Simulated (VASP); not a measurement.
A run of VASP 6.6.1 is set up as follows.

INCAR

```
PREC = Accurate ; ENCUT = 520
EDIFF = 1E-6 ; ISMEAR = -1
SIGMA = 0.05 ; LREAL = F
LASPH = T ; NELM = 60
ALGO = Normal ; ISIF = 2
LWAVE = F ; LCHARG = F
GGA = PE ; NBANDS = 26
```

File KPOINTS:

```
regular mesh
0
Gamma
  8 8 8
```

The input POSCAR:

```
Cu2BrCl
1.0
    1.8176317742      1.0494101941      5.9240554725
   -1.8176317742      1.0494101941      5.9240554725
    0.0000000000     -2.0988203882      5.9240554725
Br Cu Cl
1 2 1
Direct
    0.0000000000      0.0000000000      0.0000000000
    0.7516030000      0.7516030000      0.7516030000
    0.2483970000      0.2483970000      0.2483970000
    0.5000000000      0.5000000000      0.5000000000
```

Potentials or basis: VASP PAW PBE potentials, release 64 (Br, Cu, Cl).

Run with:

```sh
$ cat potpaw_PBE.64/Br/POTCAR potpaw_PBE.64/Cu/POTCAR potpaw_PBE.64/Cl/POTCAR > POTCAR
$ mpirun -np 1 vasp_std > vasp.out
```

Task: Estimate the band gap on the k mesh.

Result: 0.37 eV.

Task: What does it give for the pressure?

Result: 5.3 GPa.

Task: Predict the largest force.

Result: 0.173 eV/Å.

Forces in eV/Å, atoms in the order of the input:
```
Br   0.000  0.000  0.000
Cu   0.000  0.000  0.173
Cu   0.000  0.000 -0.173
Cl   0.000  0.000  0.000
```

Caveat: the cell stands under pressure; semilocal functionals underestimate gaps, and a narrow one can read as zero. A k mesh can miss the band edges.
